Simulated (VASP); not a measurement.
# Cd2H (Fd-3m) in VASP: notebook

Runs on Cd2H. Level: PBE. Tasks: single point.

Program: VASP 6.6.1. These are calculated values, not measurements. Logs are shortened: lines on timing, memory, paths and dates and some standing lists are left out, and cuts for length are marked.

## Step 1: The cell of the first run

It takes space group Fd-3m (No. 227, cubic). The conventional cell has a = 7.571 Å, b = 7.571 Å, c = 7.571 Å, α = 90.00°, β = 90.00°, γ = 90.00°. Cd (site symmetry -3m) has 6 Cd at 2.68 Å and 6 H at 3.14 Å within 3.5 Å. H (site symmetry -43m) has 12 Cd at 3.14 Å and 4 H at 3.28 Å within 4.1 Å.

## Step 2: Single point, PBE

The input, INCAR:

```
SYSTEM = Cd2H
PREC = Accurate
ENCUT = 520
EDIFF = 1E-6
ISMEAR = 0
SIGMA = 0.1
LREAL = .False.
LASPH = .True.
NELM = 60
ALGO = Normal
ISIF = 2
LWAVE = .False.
LCHARG = .False.
GGA = PE
NBANDS = 34
```

The input, KPOINTS:

```
Automatic mesh
0
Gamma
  4 4 4
  0 0 0
```

The input, POSCAR:

```
Cd2H
1.0
    0.0000000000      3.7857268619      3.7857268619
    3.7857268619      0.0000000000      3.7857268619
    3.7857268619      3.7857268619      0.0000000000
Cd H
4 2
Direct
    0.6250000000      0.6250000000      0.6250000000
    0.1250000000      0.6250000000      0.6250000000
    0.6250000000      0.6250000000      0.1250000000
    0.6250000000      0.1250000000      0.6250000000
    0.0000000000      0.0000000000      0.0000000000
    0.2500000000      0.2500000000      0.2500000000
```

Potentials or basis: VASP PAW PBE potentials, release 64 (Cd, H).

Command:

```
$ cat potpaw_PBE.64/Cd/POTCAR potpaw_PBE.64/H/POTCAR > POTCAR
$ mpirun -np 1 vasp_std > vasp.out
```

OUTCAR:

```text
SYSTEM = Cd2H
   PREC = Accurate
   ENCUT = 520
   EDIFF = 1E-6
   ISMEAR = 0
   LREAL = .False.
   LASPH = .True.
   NELM = 60
   ISIF = 2
   GGA = PE

 ion  position               nearest neighbor table
   1  0.625  0.625  0.625-   2 2.68   3 2.68   4 2.68   3 2.68   4 2.68   2 2.68
   2  0.125  0.625  0.625-   1 2.68   3 2.68   4 2.68   1 2.68   3 2.68   4 2.68
   3  0.625  0.625  0.125-   1 2.68   1 2.68   2 2.68   4 2.68   4 2.68   2 2.68
   4  0.625  0.125  0.625-   1 2.68   3 2.68   1 2.68   2 2.68   3 2.68   2 2.68
   5  0.000  0.000  0.000-
   6  0.250  0.250  0.250-

  LATTYP: Found a face centered cubic cell.
 ALAT       =     7.5714537238

  Lattice vectors:

 A1 = (   0.0000000000,   3.7857268619,   3.7857268619)
 A2 = (   3.7857268619,   0.0000000000,   3.7857268619)
 A3 = (   3.7857268619,   3.7857268619,   0.0000000000)

Analysis of symmetry for initial positions (statically):
=====================================================================
 Subroutine PRICEL returns:
 Original cell was already a primitive cell.

 Routine SETGRP: Setting up the symmetry group for a
 face centered cubic supercell.

 Subroutine GETGRP returns: Found 48 space group operations
 (whereof 24 operations were pure point group operations)
 out of a pool of 48 trial point group operations.

The static configuration has the point symmetry T_d .
 The point group associated with its full space group is O_h .

Analysis of symmetry for dynamics (positions and initial velocities):
=====================================================================
 Subroutine PRICEL returns:
 Original cell was already a primitive cell.

 Routine SETGRP: Setting up the symmetry group for a
 face centered cubic supercell.

 Subroutine GETGRP returns: Found 48 space group operations
 (whereof 24 operations were pure point group operations)
 out of a pool of 48 trial point group operations.

The dynamic configuration has the point symmetry T_d .
 The point group associated with its full space group is O_h .

 Subroutine INISYM returns: Found 48 space group operations
 (whereof 24 operations are pure point group operations),
 and found     1 'primitive' translations

----------------------------------------------------------------------------------------

                                     Primitive cell

  volume of cell :     108.5120

  direct lattice vectors                    reciprocal lattice vectors
     0.000000000  3.785726862  3.785726862    -0.132075033  0.132075033  0.132075033
     3.785726862  0.000000000  3.785726862     0.132075033 -0.132075033  0.132075033
     3.785726862  3.785726862  0.000000000     0.132075033  0.132075033 -0.132075033

  length of vectors
     5.353826272  5.353826272  5.353826272     0.228760667  0.228760667  0.228760667

  position of ions in fractional coordinates (direct lattice)
     0.625000000  0.625000000  0.625000000
     0.125000000  0.625000000  0.625000000
     0.625000000  0.625000000  0.125000000
     0.625000000  0.125000000  0.625000000
     0.000000000  0.000000000  0.000000000
     0.250000000  0.250000000  0.250000000

  ion indices of the primitive-cell ions
   primitive index   ion index
                 1           1
                 2           2
                 3           3
                 4           4
                 5           5
                 6           6

----------------------------------------------------------------------------------------

 KPOINTS: Automatic mesh

Automatic generation of k-mesh.
 Grid dimensions read from file:
 generate k-points for:    4    4    4

 Generating k-lattice:

  Cartesian coordinates                     Fractional coordinates (reciprocal lattice)
    -0.033018758  0.033018758  0.033018758     0.250000000  0.000000000  0.000000000
     0.033018758 -0.033018758  0.033018758     0.000000000  0.250000000  0.000000000
     0.033018758  0.033018758 -0.033018758     0.000000000  0.000000000  0.250000000

  Length of vectors
     0.057190167  0.057190167  0.057190167

  Shift w.r.t. Gamma in fractional coordinates (k-lattice)
     0.000000000  0.000000000  0.000000000

 Subroutine IBZKPT returns following result:
 ===========================================

 Found      8 irreducible k-points:

 Following reciprocal coordinates:
            Coordinates               Weight
  0.000000  0.000000  0.000000      1.000000
  0.250000  0.000000  0.000000      8.000000
  0.500000  0.000000  0.000000      4.000000
  0.250000  0.250000  0.000000      6.000000
  0.500000  0.250000  0.000000     24.000000
 -0.250000  0.250000  0.000000     12.000000
  0.500000  0.500000  0.000000      3.000000
 -0.250000  0.500000  0.250000      6.000000
   k-points           NKPTS =      8   k-points in BZ     NKDIM =      8   number of bands    NBANDS=     34
   number of dos      NEDOS =    301   number of ions     NIONS =      6
   total plane-waves  NPLWV =  64000
   dimension x,y,z NGX =    40 NGY =   40 NGZ =   40
   dimension x,y,z NGXF=    80 NGYF=   80 NGZF=   80
   ions per type =               4   2
   NGX,Y,Z   is equivalent  to a cutoff of  12.42, 12.42, 12.42 a.u.
   NGXF,Y,Z  is equivalent  to a cutoff of  24.84, 24.84, 24.84 a.u.
 SYSTEM =  Cd2H
   PREC   = accura    normal or accurate (medium, high low for compatibility)
   ISTART =      0    job   : 0-new  1-cont  2-samecut
   ICHARG =      2    charge: 1-file 2-atom 10-const
   ISPIN  =      1    spin polarized calculation?
   LNONCOLLINEAR =      F non collinear calculations
   LSORBIT =      F    spin-orbit coupling
   LASPH  =      T    aspherical Exc in radial PAW
   ENCUT  =  520.0 eV  38.22 Ry    6.18 a.u.   9.95  9.95  9.95*2*pi/ulx,y,z
   NELM   =     60;   NELMIN=  2; NELMDL= -5     # of ELM steps
   EDIFF  = 0.1E-05   stopping-criterion for ELM
   LREAL  =      F    real-space projection
   EDIFFG = 0.1E-04   stopping-criterion for IOM
   NSW    =      0    number of steps for IOM
   IBRION =     -1    ionic relax: 0-MD 1-quasi-New 2-CG
   NFREE  =      0    steps in history (QN), initial steepest desc. (CG)
   ISIF   =      2    stress and relaxation
   ISYM   =      2    0-nonsym 1-usesym 2-fastsym
   POTIM  = 0.5000    time-step for ionic-motion
   TEBEG  =    0.0;   TEEND  =   0.0 temperature during run
   PSTRESS=    0.0 pullay stress
   NELECT =      50.0000    total number of electrons
   NUPDOWN=      -1.0000    fix difference up-down
   EMIN   =  10.00;   EMAX   =-10.00  energy-range for DOS
   EFERMI =   0.00;   METHOD = LEGACY
   ISMEAR =     0;   SIGMA  =   0.10  broadening in eV -4-tet -1-fermi 0-gaus
   EFERMI_NEDOS =   21; number of points for ismear=-14 and -15
   IALGO  =     38    algorithm
   IMIX   =      4    mixing-type and parameters
     AMIX     =   0.40;   BMIX     =  1.00
     AMIX_MAG =   1.60;   BMIX_MAG =  1.00
  volume/ion in A,a.u.               =      18.09       122.05
  Fermi-wavevector in a.u.,A,eV,Ry     =   1.264461  2.389485 21.753845  1.598862
  Thomas-Fermi vector in A             =   2.397765
   LORBIT       =      0    0 simple, 1 ext, 2 COOP (PROOUT), +10 PAW based schemes
   GGA     = PE    functional components
   LHFCALC =     F    Hartree Fock is set to
   AEXX    =    0.0000 exact exchange contribution
   IVDW    =     0    specifies the selected vdW correction
   LEPSILON=     F    determine dielectric tensor
   LRPA    =     F    only Hartree local field effects (RPA)
 non-spin polarized calculation
 Gauss-broadening in eV      SIGMA  =   0.10
  energy-cutoff  :      520.00
  volume of cell :      108.51
 maximum number of plane-waves:      2954
   NGX = 19   NGY = 19   NGZ = 19

 number of electron      49.9999984 magnetization

 Free energy of the ion-electron system (eV)
  ---------------------------------------------------
  ext. energy  EPLUGINS =         0.00000000
  ---------------------------------------------------
  free energy    TOTEN  =        -4.08739718 eV

  energy without entropy =       -4.06945264  energy(sigma->0) =       -4.07842491

 E-fermi :   1.8653     XC(G=0): -10.0524

 val. band max:        1.8542890991   @ k =   0.2500   0.0000   0.0000
 cond. band min:       1.9277308570   @ k =   0.0000   0.0000   0.0000
 fundamental gap:      0.0734417579
 Fermi energy:         1.8652924779

 k-point     1 :       0.0000    0.0000    0.0000
  band No.  band energies     occupation
      1     -10.3553      2.00000
      2      -9.1943      2.00000
      3      -9.1943      2.00000
      4      -9.1943      2.00000
      5      -8.8572      2.00000
      6      -8.8572      2.00000
[... 26 lines left out ...]
     33       8.4759      0.00000
     34       8.4759      0.00000

 k-point     2 :       0.2500    0.0000    0.0000
  band No.  band energies     occupation
      1     -10.0890      2.00000
      2      -9.1085      2.00000
      3      -9.0360      2.00000
      4      -9.0360      2.00000
      5      -8.6855      2.00000
      6      -8.6855      2.00000
[... 26 lines left out ...]
     33       9.7476      0.00000
     34      10.2720      0.00000

 k-point     3 :       0.5000    0.0000    0.0000
  band No.  band energies     occupation
      1      -9.7902      2.00000
      2      -8.9455      2.00000
      3      -8.9455      2.00000
      4      -8.8351      2.00000
      5      -8.1415      2.00000
      6      -8.1373      2.00000
[... 26 lines left out ...]
     33       9.0148      0.00000
     34       9.0148      0.00000

 k-point     4 :       0.2500    0.2500    0.0000
  band No.  band energies     occupation
      1      -9.9683      2.00000
      2      -9.1236      2.00000
      3      -8.9108      2.00000
      4      -8.9108      2.00000
      5      -8.8180      2.00000
      6      -8.5638      2.00000
[... 26 lines left out ...]
     33       9.2284      0.00000
     34       9.2284      0.00000

 k-point     5 :       0.5000    0.2500    0.0000
  band No.  band energies     occupation
      1      -9.5449      2.00000
      2      -8.9493      2.00000
      3      -8.8491      2.00000
      4      -8.7000      2.00000
      5      -8.4611      2.00000
      6      -8.2246      2.00000
[... 26 lines left out ...]
     33       9.5106      0.00000
     34      10.4203      0.00000

 k-point     6 :      -0.2500    0.2500    0.0000
  band No.  band energies     occupation
      1      -9.7194      2.00000
      2      -9.0060      2.00000
      3      -8.9153      2.00000
      4      -8.6668      2.00000
      5      -8.6533      2.00000
      6      -8.2852      2.00000
[... 26 lines left out ...]
     33       9.9663      0.00000
     34      10.2942      0.00000

 k-point     7 :       0.5000    0.5000    0.0000
  band No.  band energies     occupation
      1      -9.1845      2.00000
      2      -9.1845      2.00000
      3      -8.5788      2.00000
      4      -8.5788      2.00000
      5      -8.4481      2.00000
      6      -8.4481      2.00000
[... 26 lines left out ...]
     33       9.8180      0.00000
     34       9.8180      0.00000

 k-point     8 :      -0.2500    0.5000    0.2500
  band No.  band energies     occupation
      1      -9.0589      2.00000
      2      -9.0589      2.00000
      3      -8.8121      2.00000
      4      -8.8121      2.00000
      5      -8.2473      2.00000
      6      -8.2473      2.00000
[... 26 lines left out ...]
     33       9.9657      0.00000
     34       9.9657      0.00000

------------------------ aborting loop because EDIFF is reached ----------------------------------------

  FORCE on cell =-STRESS in cart. coord.  units (eV):
  Direction    XX          YY          ZZ          XY          YZ          ZX
  --------------------------------------------------------------------------------------
  -------------------------------------------------------------------------------------
  Total        8.4399777      8.4399777      8.4399777      0.0000000      0.0000000      0.0000000
  in kB      124.6160711    124.6160711    124.6160711      0.0000000      0.0000000      0.0000000
  external PRESSURE =     124.6160711 kB  Pullay stress =       0.0000000 kB

 VOLUME and BASIS-vectors are now :
 -----------------------------------------------------------------------------
  energy-cutoff  :      520.00
  volume of cell :      108.51
      direct lattice vectors                 reciprocal lattice vectors
     0.000000000  3.785726862  3.785726862    -0.132075033  0.132075033  0.132075033
     3.785726862  0.000000000  3.785726862     0.132075033 -0.132075033  0.132075033
     3.785726862  3.785726862  0.000000000     0.132075033  0.132075033 -0.132075033

 POSITION                                       TOTAL-FORCE (eV/Angst)
 -----------------------------------------------------------------------------------
      4.73216      4.73216      4.73216        -0.000000     -0.000000      0.000000
      4.73216      2.83930      2.83930        -0.000000     -0.000000      0.000000
      2.83930      2.83930      4.73216        -0.000000     -0.000000      0.000000
      2.83930      4.73216      2.83930        -0.000000     -0.000000      0.000000
      0.00000      0.00000      0.00000        -0.000000      0.000000      0.000000
      1.89286      1.89286      1.89286         0.000000     -0.000000     -0.000000
 -----------------------------------------------------------------------------------
    total drift:                                0.000000      0.000000      0.000000

  FREE ENERGIE OF THE ION-ELECTRON SYSTEM (eV)
  ---------------------------------------------------
  free  energy   TOTEN  =        -4.0873971836 eV

  energy  without entropy=       -4.0694526396  energy(sigma->0) =       -4.07842491
```

Wall time 44 s (1 thread of Intel Xeon 6975P-C, shared host); peak memory 0.24 GiB.

What came out:

```yaml
Free_energy: -4.0874 eV
Pressure: 12.5 GPa
Band_gap_on_the_k_mesh: zero (band 25 reaches 2.04 eV, above the bottom of band 26 at 0.09 eV)
```

Levels at points of the mesh, in eV from the Fermi level:
```
           k point  band 21  band 22  band 23  band 24  band 25  band 26  band 27  band 28  band 29  band 30
(0.00, 0.00, 0.00)    -8.22    -2.69    -0.90    -0.73     0.06     0.06     0.06     2.00     2.00     2.00
(0.50, 0.00, 0.00)    -6.88    -6.03    -2.42    -1.29     0.12     0.12     0.79     0.79     1.66     6.01
(0.50, 0.50, 0.00)    -6.05    -6.05    -2.73    -2.73    -1.77    -1.77     2.79     2.79     6.64     6.64
```

## Step 3: Single point, PBE

This run uses another cell than the first one, of 22.38 Å³/atom, 1.237 times its volume.

The input, INCAR:

```
SYSTEM = Cd2H
  PREC = Accurate
  ENCUT = 520
  EDIFF = 1E-6
  ISMEAR = 0
  SIGMA = 0.1
  LREAL = .False.
  LASPH = .True.
  NELM = 80
  ALGO = Normal
  ISIF = 2
  LWAVE = .False.
  LCHARG = .False.
  GGA = PE
  NBANDS = 34
```

The input, KPOINTS:

```
regular mesh
0
Gamma
  4 4 4
  0 0 0
```

Edit POSCAR of step 2 so:

```diff
@@ -2,5 +2,5 @@
 1.0
-    0.0000000000      3.7857268619      3.7857268619
-    3.7857268619      0.0000000000      3.7857268619
-    3.7857268619      3.7857268619      0.0000000000
+    0.0000000000      4.0641438751      4.0641438751
+    4.0641438751      0.0000000000      4.0641438751
+    4.0641438751      4.0641438751      0.0000000000
 Cd H
```

Potentials or basis: VASP PAW PBE potentials, release 64 (Cd, H).

Command:

```
$ cat potpaw_PBE.64/Cd/POTCAR potpaw_PBE.64/H/POTCAR > POTCAR
$ mpirun -np 1 vasp_std > vasp.out
```

Run time: 71 s. Hardware: 1 thread of Intel Xeon 6975P-C, shared host; peak memory 0.31 GiB.

The run converged. Its results:

```yaml
Free_energy: -4.9410 eV
Pressure: 0.4 GPa
Band_gap_on_the_k_mesh: zero (band 25 reaches 1.00 eV, above the bottom of band 26 at -1.02 eV)
```

Levels at points of the mesh, in eV from the Fermi level:
| k point | band 21 | band 22 | band 23 | band 24 | band 25 | band 26 | band 27 | band 28 | band 29 | band 30 |
| --- | --- | --- | --- | --- | --- | --- | --- | --- | --- | --- |
| (0.00, 0.00, 0.00) | -7.10 | -2.00 | -0.72 | -0.36 | 0.57 | 0.57 | 0.57 | 1.21 | 1.21 | 1.21 |
| (0.50, 0.00, 0.00) | -5.92 | -4.88 | -1.86 | -0.86 | -0.10 | -0.10 | 1.19 | 1.19 | 1.52 | 5.54 |
| (0.50, 0.50, 0.00) | -5.16 | -5.16 | -2.00 | -2.00 | -1.46 | -1.46 | 2.55 | 2.55 | 6.00 | 6.00 |

(Continued in part 2 of 2.)
